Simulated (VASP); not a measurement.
Set up this calculation in VASP 6.6.1, as the native input.

- Task: single point
- Functional: PBEsol
- Potentials or basis: VASP PAW PBE potentials, release 64 (K_sv, Cl)
- Cutoff: 520 eV
- k mesh: 8 × 8 × 8
- Occupations: gaussian, width 0.01 eV
- Spin: no spin polarisation
- Dipole correction: no
- Further INCAR settings: ALGO = Normal; EDIFF = 1e-07; NBANDS = 15

The structure of KCl lies in POSCAR:

```
KCl
1.0
    0.0000000000      3.1212780651      3.1212780651
    3.1212780651      0.0000000000      3.1212780651
    3.1212780651      3.1212780651      0.0000000000
K Cl
1 1
Direct
    0.0000000000      0.0000000000      0.0000000000
    0.5000000000      0.5000000000      0.5000000000
```

These files were run (other wordings do the same):

INCAR

```
SYSTEM = KCl
PREC = Accurate ; ENCUT = 520
EDIFF = 1E-7 ; ISMEAR = 0
SIGMA = 0.01 ; LREAL = .FALSE.
LASPH = .TRUE. ; NELM = 60
ALGO = Normal ; ISIF = 2
LWAVE = .FALSE. ; LCHARG = .FALSE.
GGA = PS ; NBANDS = 15
```

KPOINTS

```
regular mesh
0
G
  8 8 8
  0 0 0
```

Potentials or basis: VASP PAW PBE potentials, release 64 (K_sv, Cl).

The run is started by

```bash
$ cat potpaw_PBE.64/K_sv/POTCAR potpaw_PBE.64/Cl/POTCAR > POTCAR
$ mpirun -np 1 vasp_std > vasp.out
```

It gave:

```yaml
Pressure: 0.1 GPa
Band_gap_on_the_k_mesh: 5.10 eV
```

Caveat: the PAW data sets were made with another functional, which shifts forces and pressure a little.

Run time: 20 s on 1 thread of AMD EPYC 9R45 96-Core Processor (Zen 5), on a shared host, peak memory 0.17 GiB.
